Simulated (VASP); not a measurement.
Crystal: Cu.

```
CELL_PARAMETERS angstrom
-1.44279 1.44279 1.37608
1.44279 -1.44279 1.37608
1.44279 1.44279 -1.37608
ATOMIC_POSITIONS crystal
Cu 0.00000 0.00000 0.00000
```

| Item | Value |
| --- | --- |
| Program | VASP 6.6.1 |
| Task | relaxation of cell and atoms |
| Functional | PBEsol |
| Dispersion | D3(BJ) |
| Potentials or basis | VASP PAW PBE potentials, release 64 (Cu) |
| Cutoff | 600 eV |
| k mesh | 16 × 16 × 16 |
| Occupations | fermi-dirac, width 0.1 eV |
| Spin | no spin polarisation |

At the start: pressure -8.2 GPa; volume 11.46 Å³/atom.

How do energy, volume and symmetry change on relaxing?

Over 3 steps the energy falls by 15.0 meV/atom and the volume is 10.90 Å³/atom (-4.9 %); space group I4/mmm (No. 139, to 0.1 Å) before and after.

Step by step:
| step | energy change (eV) | largest force (eV/Å) | pressure (GPa) | volume (Å³) |
| --- | --- | --- | --- | --- |
| 1 | 0.0000 | 0.0000 | -8.18 | 11.46 |
| 2 | -0.0066 | 0.0000 | 7.29 | 10.52 |
| 3 | -0.0150 | 0.0000 | -0.02 | 10.90 |

Final structure:
```xyz
1
Lattice="-1.4191 1.4191 1.3532 1.4191 -1.4191 1.3532 1.4191 1.4191 -1.3532" Properties=species:S:1:pos:R:3 pbc="T T T"
Cu    0.0000    0.0000    0.0000
```

Caveat: the PAW data sets were made with another functional, which shifts forces and pressure a little.
